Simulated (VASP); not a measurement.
# C (I4_1/amd) in VASP: a series of runs, part 2 of 2

VASP 6.6.1. The steps go on from the part before.

## (4) Single point, r2SCAN (strain +0.000 along x and y, +0.025 along z)

Contents of POSCAR:

```
C
1.0
    0.0000000000      1.7801417069      1.8246452496
    1.7801417069      0.0000000000      1.8246452496
    1.7801417069      1.7801417069      0.0000000000
C
2
Direct
    0.5000000000      0.5000000000      0.5000000000
    0.7500000000      0.7500000000      0.7500000000
```

Contents of INCAR.step1:

```
PREC = Accurate
ENCUT = 520
ISMEAR = 0
SIGMA = 0.05
LREAL = F
LASPH = T
NELM = 100
NBANDS = 11
GGA = PE
ALGO = Normal
EDIFF = 1E-4
LWAVE = T
LCHARG = F
```

Contents of INCAR.step2:

```
PREC = Accurate
ENCUT = 520
EDIFF = 1E-6
ISMEAR = 0
SIGMA = 0.05
LREAL = F
LASPH = T
NELM = 100
ALGO = Normal
ISIF = 2
LWAVE = F
LCHARG = T
METAGGA = R2SCAN
LMIXTAU = T
LELF = T
LVHAR = T
NBANDS = 11
ISTART = 1
```

Contents of KPOINTS:

```
regular mesh
0
Gamma
  12 12 12
```

Potentials or basis: VASP PAW PBE potentials, release 64 (C).

Run with:

```
> cat potpaw_PBE.64/C/POTCAR > POTCAR
> cp INCAR.step1 INCAR
> mpirun -np 1 vasp_std > vasp.out
> cp INCAR.step2 INCAR
> mpirun -np 1 vasp_std > vasp.out
```

OUTCAR:

```text
PREC = Accurate
   ENCUT = 520
   EDIFF = 1E-6
   ISMEAR = 0
   LREAL = F
   LASPH = T
   NELM = 100
   ISIF = 2
   METAGGA = R2SCAN
   ISTART = 1

 ion  position               nearest neighbor table
   1  0.500  0.500  0.500-   2 1.55   2 1.55   2 1.55   2 1.55
   2  0.750  0.750  0.750-   1 1.55   1 1.55   1 1.55   1 1.55

  LATTYP: Found a body centered tetragonal cell.
 ALAT       =     2.5175005448
 C/A-ratio  =     1.4495689015

  Lattice vectors:

 A1 = (  -1.7801417069,   0.0000000000,   1.8246452496)
 A2 = (   1.7801417069,   0.0000000000,   1.8246452496)
 A3 = (   0.0000000000,   1.7801417069,  -1.8246452496)

Analysis of symmetry for initial positions (statically):
=====================================================================
 Subroutine PRICEL returns:
 Original cell was already a primitive cell.

 Routine SETGRP: Setting up the symmetry group for a
 body centered tetragonal supercell.

 Subroutine GETGRP returns: Found 16 space group operations
 (whereof  8 operations were pure point group operations)
 out of a pool of 16 trial point group operations.

The static configuration has the point symmetry D_2d.
 The point group associated with its full space group is D_4h.

Analysis of symmetry for dynamics (positions and initial velocities):
=====================================================================
 Subroutine PRICEL returns:
 Original cell was already a primitive cell.

 Routine SETGRP: Setting up the symmetry group for a
 body centered tetragonal supercell.

 Subroutine GETGRP returns: Found 16 space group operations
 (whereof  8 operations were pure point group operations)
 out of a pool of 16 trial point group operations.

The dynamic configuration has the point symmetry D_2d.
 The point group associated with its full space group is D_4h.

 Subroutine INISYM returns: Found 16 space group operations
 (whereof  8 operations are pure point group operations),
 and found     1 'primitive' translations

----------------------------------------------------------------------------------------

                                     Primitive cell

  volume of cell :      11.5643

  direct lattice vectors                    reciprocal lattice vectors
     0.000000000  1.780141707  1.824645250    -0.280876516  0.280876516  0.274025869
     1.780141707  0.000000000  1.824645250     0.280876516 -0.280876516  0.274025869
     1.780141707  1.780141707  0.000000000     0.280876516  0.280876516 -0.274025869

  length of vectors
     2.549163546  2.549163546  2.517500545     0.482569592  0.482569592  0.482569592

  position of ions in fractional coordinates (direct lattice)
     0.500000000  0.500000000  0.500000000
     0.750000000  0.750000000  0.750000000

  ion indices of the primitive-cell ions
   primitive index   ion index
                 1           1
                 2           2

----------------------------------------------------------------------------------------

 KPOINTS: regular mesh

Automatic generation of k-mesh.
 Grid dimensions read from file:
 generate k-points for:   12   12   12

 Generating k-lattice:

  Cartesian coordinates                     Fractional coordinates (reciprocal lattice)
[... 39 lines left out ...]
  0.500000  0.166667  0.000000      8.000000
 -0.416667  0.166667  0.000000      8.000000
 [... further k-points ...]
   k-points           NKPTS =    163   k-points in BZ     NKDIM =    163   number of bands    NBANDS=     11
   number of dos      NEDOS =    301   number of ions     NIONS =      2
   total plane-waves  NPLWV =   8000
   dimension x,y,z NGX =    20 NGY =   20 NGZ =   20
   dimension x,y,z NGXF=    40 NGYF=   40 NGZF=   40
   ions per type =               2
   NGX,Y,Z   is equivalent  to a cutoff of  13.04, 13.04, 13.21 a.u.
   NGXF,Y,Z  is equivalent  to a cutoff of  26.09, 26.09, 26.41 a.u.
 SYSTEM =  unknown system
   PREC   = accura    normal or accurate (medium, high low for compatibility)
   ISTART =      1    job   : 0-new  1-cont  2-samecut
   ICHARG =      0    charge: 1-file 2-atom 10-const
   ISPIN  =      1    spin polarized calculation?
   LNONCOLLINEAR =      F non collinear calculations
   LSORBIT =      F    spin-orbit coupling
   LASPH  =      T    aspherical Exc in radial PAW
   ENCUT  =  520.0 eV  38.22 Ry    6.18 a.u.   4.74  4.74  4.68*2*pi/ulx,y,z
   NELM   =    100;   NELMIN=  2; NELMDL=  0     # of ELM steps
   EDIFF  = 0.1E-05   stopping-criterion for ELM
   LREAL  =      F    real-space projection
   EDIFFG = 0.1E-04   stopping-criterion for IOM
   NSW    =      0    number of steps for IOM
   IBRION =     -1    ionic relax: 0-MD 1-quasi-New 2-CG
   NFREE  =      0    steps in history (QN), initial steepest desc. (CG)
   ISIF   =      2    stress and relaxation
   ISYM   =      2    0-nonsym 1-usesym 2-fastsym
   POTIM  = 0.5000    time-step for ionic-motion
   TEBEG  =    0.0;   TEEND  =   0.0 temperature during run
   PSTRESS=    0.0 pullay stress
   NELECT =       8.0000    total number of electrons
   NUPDOWN=      -1.0000    fix difference up-down
   EMIN   =  10.00;   EMAX   =-10.00  energy-range for DOS
   EFERMI =   0.00;   METHOD = LEGACY
   ISMEAR =     0;   SIGMA  =   0.05  broadening in eV -4-tet -1-fermi 0-gaus
   EFERMI_NEDOS =   21; number of points for ismear=-14 and -15
   IALGO  =     38    algorithm
   IMIX   =      4    mixing-type and parameters
     AMIX     =   0.40;   BMIX     =  1.00
     AMIX_MAG =   1.60;   BMIX_MAG =  1.00
  volume/ion in A,a.u.               =       5.78        39.02
  Fermi-wavevector in a.u.,A,eV,Ry     =   1.447879  2.736095 28.522626  2.096354
  Thomas-Fermi vector in A             =   2.565784
   LORBIT       =      0    0 simple, 1 ext, 2 COOP (PROOUT), +10 PAW based schemes
   METAGGA = R2SCAN    functional components
   LHFCALC =     F    Hartree Fock is set to
   AEXX    =    0.0000 exact exchange contribution
   IVDW    =     0    specifies the selected vdW correction
   LEPSILON=     F    determine dielectric tensor
   LRPA    =     F    only Hartree local field effects (RPA)
 non-spin polarized calculation
 Gauss-broadening in eV      SIGMA  =   0.05
  energy-cutoff  :      520.00
  volume of cell :       11.56
 maximum number of plane-waves:       331
   NGX =  9   NGY =  9   NGZ =  9

 number of electron       8.0000000 magnetization

 Free energy of the ion-electron system (eV)
  ---------------------------------------------------
  ext. energy  EPLUGINS =         0.00000000
  ---------------------------------------------------
  free energy    TOTEN  =       -19.63573343 eV

  energy without entropy =      -19.63573343  energy(sigma->0) =      -19.63573343

 E-fermi :   9.9277     XC(G=0): -14.1531

 val. band max:        9.5677298351   @ k =   0.0000   0.0000   0.0000
 cond. band min:      13.5404608996   @ k =   0.3333   0.0000   0.3333
 fundamental gap:      3.9727310645
 Fermi energy:         9.9277002215

 k-point     1 :       0.0000    0.0000    0.0000
  band No.  band energies     occupation
      1     -12.9944      2.00000
      2       9.1724      2.00000
      3       9.5677      2.00000
      4       9.5677      2.00000
      5      15.1153      0.00000
      6      15.1153      0.00000
      7      15.4431      0.00000
      8      22.7826      0.00000
      9      29.5733      0.00000
     10      35.8754      0.00000
     11      37.1811      0.00000
[... 309 lines left out ...]
 k-point    24 :      -0.4167    0.1667    0.0000
  band No.  band energies     occupation
      1      -6.6796      2.00000
      2      -3.6187      2.00000
      3       3.4442      2.00000
      4       5.9478      2.00000
      5      17.6024      0.00000
      6      20.1092      0.00000
      7      20.6340      0.00000
      8      25.6524      0.00000
      9      29.9182      0.00000
     10      34.5152      0.00000
     11      34.9863      0.00000

 [... further k-points ...]

------------------------ aborting loop because EDIFF is reached ----------------------------------------

  FORCE on cell =-STRESS in cart. coord.  units (eV):
  Direction    XX          YY          ZZ          XY          YZ          ZX
  --------------------------------------------------------------------------------------
  -------------------------------------------------------------------------------------
  Total       -0.1051366     -0.1051366     -1.8650439      0.0000000      0.0000000      0.0000000
  in kB      -14.5662181    -14.5662181   -258.3937831      0.0000000      0.0000000      0.0000000
  external PRESSURE =     -95.8420731 kB  Pullay stress =       0.0000000 kB

 VOLUME and BASIS-vectors are now :
 -----------------------------------------------------------------------------
  energy-cutoff  :      520.00
  volume of cell :       11.56
      direct lattice vectors                 reciprocal lattice vectors
     0.000000000  1.780141707  1.824645250    -0.280876516  0.280876516  0.274025869
     1.780141707  0.000000000  1.824645250     0.280876516 -0.280876516  0.274025869
     1.780141707  1.780141707  0.000000000     0.280876516  0.280876516 -0.274025869

 POSITION                                       TOTAL-FORCE (eV/Angst)
 -----------------------------------------------------------------------------------
      1.78014      1.78014      1.82465        -0.000000     -0.000000     -0.000000
      2.67021      2.67021      2.73697         0.000000      0.000000      0.000000
 -----------------------------------------------------------------------------------
    total drift:                                0.000000     -0.000000      0.000000

  FREE ENERGIE OF THE ION-ELECTRON SYSTEM (eV)
  ---------------------------------------------------
  free  energy   TOTEN  =       -19.6357334289 eV

  energy  without entropy=      -19.6357334289  energy(sigma->0) =      -19.63573343
```

OSZICAR.step1:

```text
N       E                     dE             d eps       ncg     rms          rms(c)
DAV:   1     0.209998292175E+01    0.21000E+01   -0.47327E+03  3739   0.692E+02
DAV:   2    -0.183546540237E+02   -0.20455E+02   -0.19799E+02  4779   0.128E+02
DAV:   3    -0.187701050575E+02   -0.41545E+00   -0.41428E+00  4197   0.140E+01
DAV:   4    -0.187708356760E+02   -0.73062E-03   -0.73060E-03  3838   0.727E-01
DAV:   5    -0.187708365336E+02   -0.85762E-06   -0.85764E-06  4062   0.240E-02    0.542E+00
DAV:   6    -0.183196745163E+02    0.45116E+00   -0.23545E-01  3679   0.340E+00    0.324E+00
DAV:   7    -0.181677726991E+02    0.15190E+00   -0.29031E-01  3850   0.382E+00    0.727E-01
DAV:   8    -0.181695367266E+02   -0.17640E-02   -0.82778E-03  3745   0.675E-01    0.429E-02
DAV:   9    -0.181695793040E+02   -0.42577E-04   -0.61495E-05  4004   0.634E-02
   1 F= -.18169579E+02 E0= -.18169579E+02  d E =-.115316E-17
```

It took 29 s on 1 thread of Intel Xeon 6975P-C (Granite Rapids), shared host; peak memory 0.12 GiB.

Results:

| Property | Result |
| --- | --- |
| Free energy | -19.6357 eV |
| Pressure | -9.6 GPa |
| Band gap on the k mesh | 3.97 eV, indirect (least direct gap 5.55 eV) |

Levels at points of the mesh, in eV from the valence-band top:
| k point | band 2 | band 3 | band 4 | band 5 | band 6 | band 7 |
| --- | --- | --- | --- | --- | --- | --- |
| (0.00, 0.00, 0.00) | -0.40 | 0.00 | 0.00 | 5.55 | 5.55 | 5.88 |
| (0.50, 0.00, 0.00) | -13.96 | -3.29 | -2.82 | 8.16 | 8.76 | 9.12 |
| (0.50, 0.50, 0.00) | -13.83 | -6.42 | -6.42 | 5.22 | 5.22 | 17.34 |
| (0.50, 0.00, 0.50) | -13.45 | -6.79 | -6.79 | 4.63 | 4.63 | 17.45 |

Caveat: the cell differs from its parent crystal (strain +0.000 along x and y, +0.025 along z); the PAW data sets were made with another functional, which shifts forces and pressure a little. A k mesh can miss the band edges.

## (5) Overview

```csv
cell,gap on the mesh (eV),pressure (GPa)
"a = 2.518, b = 2.518, c = 2.455 Å, angles 60.8, 60.8, 58.3°, 2 atoms",3.74,13.6
"a = 2.551, b = 2.551, c = 2.455 Å, angles 61.2, 61.2, 57.5°, 2 atoms",3.38,2.2
"a = 2.549, b = 2.549, c = 2.518 Å, angles 60.4, 60.4, 59.2°, 2 atoms",3.97,-9.6
```

Alike in all rows: task single point; level r2SCAN; potentials or basis VASP PAW PBE potentials, release 64 (C); no spin polarisation; k mesh 12 × 12 × 12; cutoff (eV) 520; smearing gaussian 0.05 eV.

Caveats: the PAW data sets were made with another functional, which shifts forces and pressure a little.

Absolute energies hang on the potentials; compare differences alone.
